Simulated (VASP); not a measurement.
# MoS2: single point with PBE+D3(BJ)

MoS2, a slab with vacuum:

```xyz
3
Lattice="3.1546 0.0000 0.0000 -1.5773 2.7320 0.0000 0.0000 0.0000 23.1033" Properties=species:S:1:pos:R:3 pbc="T T T"
S     1.5773    0.9107    9.9838
S     1.5773    0.9107   13.1193
Mo    0.0000    1.8213   11.5515
```

```json
{
 "Program": "VASP 6.6.1",
 "Task": "single point",
 "Functional": "PBE",
 "Dispersion": "D3(BJ)",
 "Potentials or basis": "VASP PAW PBE potentials, release 64 (S, Mo_sv)",
 "Cutoff": "520 eV",
 "k mesh": "12 × 12 × 1",
 "Occupations": "gaussian, width 0.05 eV",
 "Spin": "collinear spin",
 "Starting moments": "[0.0, 0.0, 1.0] μB",
 "Dipole correction": "yes",
 "Further INCAR settings": "ALGO = Normal; EDIFF = 1e-06; NBANDS = 24"
}
```

```
Largest force                                         : 0.021 eV/Å
Band gap on the k mesh                                : 1.78 eV
Net moment                                            : 0.00 μB per cell
Valence electrons inside the program's atomic spheres : S 3.71; Mo 12.47
Dispersion energy per atom                            : -0.319 eV
```

Forces on the atoms (eV/Å):
```
S    0.000  0.000  0.021
S    0.000  0.000 -0.021
Mo   0.000  0.000  0.000
```

Levels at points of the mesh, in eV from the valence-band top:
Spin up:
| k point | band 10 | band 11 | band 12 | band 13 | band 14 | band 15 | band 16 | band 17 |
| --- | --- | --- | --- | --- | --- | --- | --- | --- |
| (0.00, 0.00, 0.00) | -1.86 | -1.45 | -1.45 | -0.09 | 2.84 | 2.84 | 3.07 | 3.07 |
| (0.50, 0.00, 0.00) | -3.15 | -1.95 | -0.91 | -0.65 | 2.35 | 2.85 | 3.92 | 4.37 |
Spin down:
| k point | band 10 | band 11 | band 12 | band 13 | band 14 | band 15 | band 16 | band 17 |
| --- | --- | --- | --- | --- | --- | --- | --- | --- |
| (0.00, 0.00, 0.00) | -1.86 | -1.45 | -1.45 | -0.09 | 2.84 | 2.84 | 3.07 | 3.07 |
| (0.50, 0.00, 0.00) | -3.15 | -1.95 | -0.91 | -0.65 | 2.35 | 2.85 | 3.92 | 4.37 |

Wall time 6.2 min on 1 thread of Intel(R) Xeon(R) Platinum 8259CL CPU @ 2.50GHz (Skylake/Cascade Lake), on a shared host, peak memory 0.47 GiB.
